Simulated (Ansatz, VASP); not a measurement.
CoO: VASP beside Ansatz

```
Co O
1.0
     0.00000    2.18440    2.18440
     2.18440    0.00000    2.18440
     2.18440    2.18440    0.00000
Co O
1 1
Direct
  0.00000 0.00000 0.00000
  0.25000 0.25000 0.25000
```

Alike in both runs: functional PBE; k mesh 14 × 14 × 14; occupations gaussian, width 0.02 eV; no spin polarisation; Hubbard terms Co d U = 3.32 eV.

Ansatz relaxed the structure, and its values are those at the end. VASP's run is a single point on that final structure, the one shown.

|  | VASP | Ansatz |
| --- | --- | --- |
| version | VASP 6.6.1 | Ansatz 0.2.0 |
| potentials or method | VASP PAW PBE potentials, release 64 (Co, O), cutoff 520 eV | scalar-relativistic, plane waves, PAW |
| valence electrons in the cell | 15 | 23 |

Ansatz gave:

* gap on the k mesh at the Fermi level (eV): none
* pressure (GPa): 0.0

Q: Which values does VASP return?

A: gap on the k mesh at the Fermi level (eV): none; pressure (GPa): -3.8.

The programs project onto different local orbitals, so the same U acts differently, and such runs can settle in different states. A gap of «none» marks a metal or a gap that the smearing closes. VASP's potentials hold 15 valence electrons a cell and Ansatz's 23, so a difference there can come from the potentials and not from the codes. Ansatz's warnings: filled band counts differ across k points.
